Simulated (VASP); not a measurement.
# KTaO3 (P4/mmm) in VASP: single point with PBE

Aim: the single point of KTaO3 with PBE.

All numbers are computed with VASP 6.6.1; they aren't measurements. Logs are shortened: lines on timing, memory, paths and dates and some standing lists are left out, and cuts for length are marked.

## 1. The cell of the first run

It takes space group P4/mmm (No. 123, tetragonal). Conventional cell: a = 4.040 Å, b = 4.040 Å, c = 7.772 Å, α = 90.00°, β = 90.00°, γ = 90.00°. K (site symmetry 4mm) has 12 O at 2.65 to 2.96 Å and 4 Ta at 3.33 Å and 1 K at 3.44 Å within 3.5 Å. Ta (site symmetry 4/mmm) has 6 O at 1.85 to 2.02 Å within 2.5 Å. Ta (site symmetry 4/mmm) has 6 O at 2.02 to 2.04 Å within 2.7 Å. O (site symmetry mmm) has 2 Ta at 2.02 Å within 2.7 Å. Within 2.7 Å of O (site symmetry mmm) lie 2 Ta at 2.02 Å and 4 K at 2.65 Å. Within 2.5 Å of O (site symmetry 4mm) lie 2 Ta at 1.85 to 2.04 Å.

## 2. Single point, PBE

File INCAR:

```
SYSTEM = KTaO3
ALGO = Normal
EDIFF = 1E-6
ENCUT = 520
GGA = PE
ISIF = 2
ISMEAR = 0
LASPH = .True.
LCHARG = .False.
LREAL = .False.
LWAVE = .False.
NBANDS = 49
NELM = 100
PREC = Accurate
SIGMA = 0.1
```

File KPOINTS:

```
k-points
0
Gamma
  4 4 2
  0 0 0
```

File POSCAR:

```
KTaO3
1.0
    4.0395178900      0.0000000000      0.0000000000
    0.0000000000      4.0395178900      0.0000000000
    0.0000000000      0.0000000000      7.7717289400
K Ta O
2 2 6
Direct
    0.5000000000      0.5000000000      0.2788343400
    0.5000000000      0.5000000000      0.7211656600
    0.0000000000      0.0000000000      0.0000000000
    0.0000000000      0.0000000000      0.5000000000
    0.5000000000      0.0000000000      0.0000000000
    0.5000000000      0.0000000000      0.5000000000
    0.0000000000      0.5000000000      0.0000000000
    0.0000000000      0.5000000000      0.5000000000
    0.0000000000      0.0000000000      0.2376133300
    0.0000000000      0.0000000000      0.7623866700
```

Potentials or basis: VASP PAW PBE potentials, release 64 (K_sv, Ta_pv, O).

Run with:

```sh
$ cat potpaw_PBE.64/K_sv/POTCAR potpaw_PBE.64/Ta_pv/POTCAR potpaw_PBE.64/O/POTCAR > POTCAR
$ mpirun -np 1 vasp_std > vasp.out
```

OUTCAR:

```text
SYSTEM = KTaO3
   EDIFF = 1E-6
   ENCUT = 520
   GGA = PE
   ISIF = 2
   ISMEAR = 0
   LASPH = .True.
   LREAL = .False.
   NELM = 100
   PREC = Accurate

 ion  position               nearest neighbor table
   1  0.500  0.500  0.279-   6 2.65   8 2.65   6 2.65   8 2.65   9 2.87   9 2.87   9 2.87   9 2.87
                             4 3.33   4 3.33   4 3.33   4 3.33   2 3.44   3 3.59   3 3.59   3 3.59
   2  0.500  0.500  0.721-   6 2.65   8 2.65   6 2.65   8 2.65  10 2.87  10 2.87  10 2.87  10 2.87
                             4 3.33   4 3.33   4 3.33   4 3.33   1 3.44   3 3.59   3 3.59   3 3.59
   3  0.000  0.000  0.000-   9 1.85  10 1.85   5 2.02   7 2.02   7 2.02   5 2.02   1 3.59   2 3.59
                             1 3.59   1 3.59   2 3.59   2 3.59   1 3.59   2 3.59
   4  0.000  0.000  0.500-   6 2.02   8 2.02   8 2.02   6 2.02   9 2.04  10 2.04   1 3.33   2 3.33
                             1 3.33   1 3.33   2 3.33   2 3.33   1 3.33   2 3.33
   5  0.500  0.000  0.000-   3 2.02   3 2.02
   6  0.500  0.000  0.500-   4 2.02   4 2.02   1 2.65   1 2.65   2 2.65   2 2.65
   7  0.000  0.500  0.000-   3 2.02   3 2.02
   8  0.000  0.500  0.500-   4 2.02   4 2.02   1 2.65   2 2.65   1 2.65   2 2.65
   9  0.000  0.000  0.238-   3 1.85   4 2.04   1 2.87   1 2.87   1 2.87   1 2.87
  10  0.000  0.000  0.762-   3 1.85   4 2.04   2 2.87   2 2.87   2 2.87   2 2.87

  LATTYP: Found a simple tetragonal cell.
 ALAT       =     4.0395178900
 C/A-ratio  =     1.9239248721

  Lattice vectors:

 A1 = (   4.0395178900,   0.0000000000,   0.0000000000)
 A2 = (   0.0000000000,   4.0395178900,   0.0000000000)
 A3 = (   0.0000000000,   0.0000000000,   7.7717289400)

Analysis of symmetry for initial positions (statically):
=====================================================================
 Subroutine PRICEL returns:
 Original cell was already a primitive cell.

 Routine SETGRP: Setting up the symmetry group for a
 simple tetragonal supercell.

 Subroutine GETGRP returns: Found 16 space group operations
 (whereof 16 operations were pure point group operations)
 out of a pool of 16 trial point group operations.

The static configuration has the point symmetry D_4h.

Analysis of symmetry for dynamics (positions and initial velocities):
=====================================================================
 Subroutine PRICEL returns:
 Original cell was already a primitive cell.

 Routine SETGRP: Setting up the symmetry group for a
 simple tetragonal supercell.

 Subroutine GETGRP returns: Found 16 space group operations
 (whereof 16 operations were pure point group operations)
 out of a pool of 16 trial point group operations.

The dynamic configuration has the point symmetry D_4h.

 Subroutine INISYM returns: Found 16 space group operations
 (whereof 16 operations are pure point group operations),
 and found     1 'primitive' translations

----------------------------------------------------------------------------------------

                                     Primitive cell

  volume of cell :     126.8168

  direct lattice vectors                    reciprocal lattice vectors
     4.039517890  0.000000000  0.000000000     0.247554294  0.000000000  0.000000000
     0.000000000  4.039517890  0.000000000     0.000000000  0.247554294  0.000000000
     0.000000000  0.000000000  7.771728940     0.000000000  0.000000000  0.128671497

  length of vectors
     4.039517890  4.039517890  7.771728940     0.247554294  0.247554294  0.128671497

  position of ions in fractional coordinates (direct lattice)
     0.500000000  0.500000000  0.278834340
     0.500000000  0.500000000  0.721165660
     0.000000000  0.000000000  0.000000000
     0.000000000  0.000000000  0.500000000
     0.500000000  0.000000000  0.000000000
     0.500000000  0.000000000  0.500000000
     0.000000000  0.500000000  0.000000000
     0.000000000  0.500000000  0.500000000
     0.000000000  0.000000000  0.237613330
     0.000000000  0.000000000  0.762386670

  ion indices of the primitive-cell ions
   primitive index   ion index
                 1           1
                 2           2
                 3           3
                 4           4
                 5           5
                 6           6
                 7           7
                 8           8
                 9           9
                10          10

----------------------------------------------------------------------------------------

 KPOINTS: k-points

Automatic generation of k-mesh.
 Grid dimensions read from file:
 generate k-points for:    4    4    2

 Generating k-lattice:

  Cartesian coordinates                     Fractional coordinates (reciprocal lattice)
     0.061888574  0.000000000  0.000000000     0.250000000  0.000000000  0.000000000
     0.000000000  0.061888574  0.000000000     0.000000000  0.250000000  0.000000000
     0.000000000  0.000000000  0.064335749     0.000000000  0.000000000  0.500000000

  Length of vectors
     0.061888574  0.061888574  0.064335749

  Shift w.r.t. Gamma in fractional coordinates (k-lattice)
     0.000000000  0.000000000  0.000000000

 Subroutine IBZKPT returns following result:
 ===========================================

 Found     12 irreducible k-points:

 Following reciprocal coordinates:
            Coordinates               Weight
  0.000000  0.000000  0.000000      1.000000
  0.250000  0.000000  0.000000      4.000000
  0.500000  0.000000  0.000000      2.000000
  0.250000  0.250000  0.000000      4.000000
  0.500000  0.250000  0.000000      4.000000
  0.500000  0.500000  0.000000      1.000000
  0.000000  0.000000  0.500000      1.000000
  0.250000  0.000000  0.500000      4.000000
  0.500000  0.000000  0.500000      2.000000
  0.250000  0.250000  0.500000      4.000000
  0.500000  0.250000  0.500000      4.000000
  0.500000  0.500000  0.500000      1.000000
   k-points           NKPTS =     12   k-points in BZ     NKDIM =     12   number of bands    NBANDS=     49
   number of dos      NEDOS =    301   number of ions     NIONS =     10
   total plane-waves  NPLWV =  54000
   dimension x,y,z NGX =    30 NGY =   30 NGZ =   60
   dimension x,y,z NGXF=    60 NGYF=   60 NGZF=  120
   ions per type =               2   2   6
   NGX,Y,Z   is equivalent  to a cutoff of  12.35, 12.35, 12.83 a.u.
   NGXF,Y,Z  is equivalent  to a cutoff of  24.69, 24.69, 25.67 a.u.
 SYSTEM =  KTaO3
   PREC   = accura    normal or accurate (medium, high low for compatibility)
   ISTART =      0    job   : 0-new  1-cont  2-samecut
   ICHARG =      2    charge: 1-file 2-atom 10-const
   ISPIN  =      1    spin polarized calculation?
   LNONCOLLINEAR =      F non collinear calculations
   LSORBIT =      F    spin-orbit coupling
   LASPH  =      T    aspherical Exc in radial PAW
   ENCUT  =  520.0 eV  38.22 Ry    6.18 a.u.   7.51  7.51 14.45*2*pi/ulx,y,z
   NELM   =    100;   NELMIN=  2; NELMDL= -5     # of ELM steps
   EDIFF  = 0.1E-05   stopping-criterion for ELM
   LREAL  =      F    real-space projection
   EDIFFG = 0.1E-04   stopping-criterion for IOM
   NSW    =      0    number of steps for IOM
   IBRION =     -1    ionic relax: 0-MD 1-quasi-New 2-CG
   NFREE  =      0    steps in history (QN), initial steepest desc. (CG)
   ISIF   =      2    stress and relaxation
   ISYM   =      2    0-nonsym 1-usesym 2-fastsym
   POTIM  = 0.5000    time-step for ionic-motion
   TEBEG  =    0.0;   TEEND  =   0.0 temperature during run
   PSTRESS=    0.0 pullay stress
   NELECT =      76.0000    total number of electrons
   NUPDOWN=      -1.0000    fix difference up-down
   EMIN   =  10.00;   EMAX   =-10.00  energy-range for DOS
   EFERMI =   0.00;   METHOD = LEGACY
   ISMEAR =     0;   SIGMA  =   0.10  broadening in eV -4-tet -1-fermi 0-gaus
   EFERMI_NEDOS =   21; number of points for ismear=-14 and -15
   IALGO  =     38    algorithm
   IMIX   =      4    mixing-type and parameters
     AMIX     =   0.40;   BMIX     =  1.00
     AMIX_MAG =   1.60;   BMIX_MAG =  1.00
  volume/ion in A,a.u.               =      12.68        85.58
  Fermi-wavevector in a.u.,A,eV,Ry     =   1.380237  2.608270 25.919850  1.905055
  Thomas-Fermi vector in A             =   2.505133
   LORBIT       =      0    0 simple, 1 ext, 2 COOP (PROOUT), +10 PAW based schemes
   GGA     = PE    functional components
   LHFCALC =     F    Hartree Fock is set to
   AEXX    =    0.0000 exact exchange contribution
   IVDW    =     0    specifies the selected vdW correction
   LEPSILON=     F    determine dielectric tensor
   LRPA    =     F    only Hartree local field effects (RPA)
 non-spin polarized calculation
 Gauss-broadening in eV      SIGMA  =   0.10
  energy-cutoff  :      520.00
  volume of cell :      126.82
 maximum number of plane-waves:      3452
   NGX = 15   NGY = 15   NGZ = 29

 number of electron      75.9999976 magnetization

 Free energy of the ion-electron system (eV)
  ---------------------------------------------------
  ext. energy  EPLUGINS =         0.00000000
  ---------------------------------------------------
  free energy    TOTEN  =       -80.87640135 eV

  energy without entropy =      -80.87587734  energy(sigma->0) =      -80.87613935

 E-fermi :   2.9224     XC(G=0): -10.8641

 val. band max:        2.7614473030   @ k =   0.5000   0.5000   0.0000
 cond. band min:       3.0821339056   @ k =   0.0000   0.0000   0.0000
 fundamental gap:      0.3206866026
 Fermi energy:         2.9223971413

 k-point     1 :       0.0000    0.0000    0.0000
  band No.  band energies     occupation
      1     -33.1621      2.00000
      2     -33.1621      2.00000
      3     -33.0783      2.00000
      4     -31.8857      2.00000
      5     -31.4130      2.00000
      6     -31.4130      2.00000
[... 41 lines left out ...]
     48       9.1226      0.00000
     49       9.6683      0.00000

 k-point     2 :       0.2500    0.0000    0.0000
  band No.  band energies     occupation
      1     -33.2011      2.00000
      2     -33.1607      2.00000
      3     -33.0766      2.00000
      4     -31.8841      2.00000
      5     -31.4513      2.00000
      6     -31.4116      2.00000
[... 41 lines left out ...]
     48      10.1174      0.00000
     49      10.2877      0.00000

 k-point     3 :       0.5000    0.0000    0.0000
  band No.  band energies     occupation
      1     -33.2395      2.00000
      2     -33.1592      2.00000
      3     -33.0748      2.00000
      4     -31.8825      2.00000
      5     -31.4891      2.00000
      6     -31.4102      2.00000
[... 41 lines left out ...]
     48      10.8365      0.00000
     49      10.9364      0.00000

 k-point     4 :       0.2500    0.2500    0.0000
  band No.  band energies     occupation
      1     -33.1997      2.00000
      2     -33.1989      2.00000
      3     -33.0749      2.00000
      4     -31.8825      2.00000
      5     -31.4500      2.00000
      6     -31.4496      2.00000
[... 353 lines left out ...]
     48      10.6748      0.00000
     49      11.2359      0.00000

 k-point    11 :       0.5000    0.2500    0.5000
  band No.  band energies     occupation
      1     -33.2374      2.00000
      2     -33.1975      2.00000
      3     -33.0706      2.00000
      4     -31.8849      2.00000
      5     -31.4875      2.00000
      6     -31.4483      2.00000
[... 41 lines left out ...]
     48      11.4061      0.00000
     49      11.7595      0.00000

 k-point    12 :       0.5000    0.5000    0.5000
  band No.  band energies     occupation
      1     -33.2353      2.00000
      2     -33.2353      2.00000
      3     -33.0690      2.00000
      4     -31.8834      2.00000
      5     -31.4858      2.00000
      6     -31.4858      2.00000
[... 41 lines left out ...]
     48      11.4683      0.00000
     49      11.8180      0.00000

------------------------ aborting loop because EDIFF is reached ----------------------------------------

  FORCE on cell =-STRESS in cart. coord.  units (eV):
  Direction    XX          YY          ZZ          XY          YZ          ZX
  --------------------------------------------------------------------------------------
  -------------------------------------------------------------------------------------
  Total        2.4024842      2.4024842     17.9390286      0.0000000     -0.0000000      0.0000000
  in kB       30.3524954     30.3524954    226.6380301      0.0000000     -0.0000000      0.0000000
  external PRESSURE =      95.7810070 kB  Pullay stress =       0.0000000 kB

 VOLUME and BASIS-vectors are now :
 -----------------------------------------------------------------------------
  energy-cutoff  :      520.00
  volume of cell :      126.82
      direct lattice vectors                 reciprocal lattice vectors
     4.039517890  0.000000000  0.000000000     0.247554294  0.000000000  0.000000000
     0.000000000  4.039517890  0.000000000     0.000000000  0.247554294  0.000000000
     0.000000000  0.000000000  7.771728940     0.000000000  0.000000000  0.128671497

 POSITION                                       TOTAL-FORCE (eV/Angst)
 -----------------------------------------------------------------------------------
      2.01976      2.01976      2.16702        -0.000000     -0.000000     -1.729352
      2.01976      2.01976      5.60470         0.000000      0.000000      1.729352
      0.00000      0.00000      0.00000         0.000000     -0.000000      0.000000
      0.00000      0.00000      3.88586         0.000000     -0.000000      0.000000
      2.01976      0.00000      0.00000         0.000000     -0.000000      0.000000
      2.01976      0.00000      3.88586         0.000000     -0.000000      0.000000
      0.00000      2.01976      0.00000         0.000000     -0.000000      0.000000
      0.00000      2.01976      3.88586         0.000000     -0.000000      0.000000
      0.00000      0.00000      1.84667         0.000000     -0.000000      6.131834
      0.00000      0.00000      5.92506        -0.000000     -0.000000     -6.131834
 -----------------------------------------------------------------------------------
    total drift:                                0.000000      0.000000      0.000000

  FREE ENERGIE OF THE ION-ELECTRON SYSTEM (eV)
  ---------------------------------------------------
  free  energy   TOTEN  =       -80.8764013509 eV

  energy  without entropy=      -80.8758773416  energy(sigma->0) =      -80.87613935
```

It took 86 s on 1 thread of Intel Xeon Platinum 8488C (Sapphire Rapids), shared host; peak memory 0.25 GiB.

What came out:

- Free energy: -80.8764 eV
- Pressure: 9.6 GPa
- Largest force: 6.132 eV/Å
- Band gap on the k mesh: 0.32 eV, indirect (least direct gap 1.11 eV)

Forces in eV/Å, atoms in the order of the input:
```
K    0.000  0.000 -1.729
K    0.000  0.000  1.729
Ta   0.000  0.000  0.000
Ta   0.000  0.000  0.000
O    0.000  0.000  0.000
O    0.000  0.000  0.000
O    0.000  0.000  0.000
O    0.000  0.000  0.000
O    0.000  0.000  6.132
O    0.000  0.000 -6.132
```

Caveat: spin-orbit coupling is left out, which moves the levels of the heavy elements; forces of over 1 eV/Å act on the atoms, so gaps and moduli don't describe the material at rest.
